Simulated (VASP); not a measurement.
**W: single point with PBE**

Crystal: W.

```xyz
1
Lattice="-1.5922 1.5922 1.5922 1.5922 -1.5922 1.5922 1.5922 1.5922 -1.5922" Properties=species:S:1:pos:R:3 pbc="T T T"
W     0.0000    0.0000    0.0000
```

- Program: VASP 6.6.1
- Task: single point
- Functional: PBE
- Potentials or basis: VASP PAW PBE potentials, release 64 (W_sv)
- Cutoff: 520 eV
- k mesh: 14 × 14 × 14
- Occupations: methfessel-paxton, width 0.2 eV
- Spin: no spin polarisation

The pressure is 0.7 GPa. The band gap on the k mesh is zero (band 7 reaches 16.20 eV, above the bottom of band 8 at 9.97 eV).

Levels at points of the mesh, in eV from the Fermi level:
| k point | band 4 | band 5 | band 6 | band 7 | band 8 | band 9 | band 10 | band 11 |
| --- | --- | --- | --- | --- | --- | --- | --- | --- |
| (0.00, 0.00, 0.00) | -37.89 | -9.62 | -1.29 | -1.29 | -1.29 | 2.13 | 2.13 | 14.39 |
| (0.50, 0.00, 0.00) | -37.90 | -6.24 | -3.57 | 0.53 | 2.01 | 2.97 | 5.89 | 10.70 |
| (0.50, 0.50, 0.50) | -38.74 | -5.77 | -5.77 | 4.94 | 4.94 | 4.94 | 8.02 | 8.02 |

It took 16 s on 1 thread of Intel Xeon 8259CL, with other jobs on the host, peak memory 0.15 GiB.

Caveat: spin-orbit coupling is left out, which moves the levels of the heavy elements.
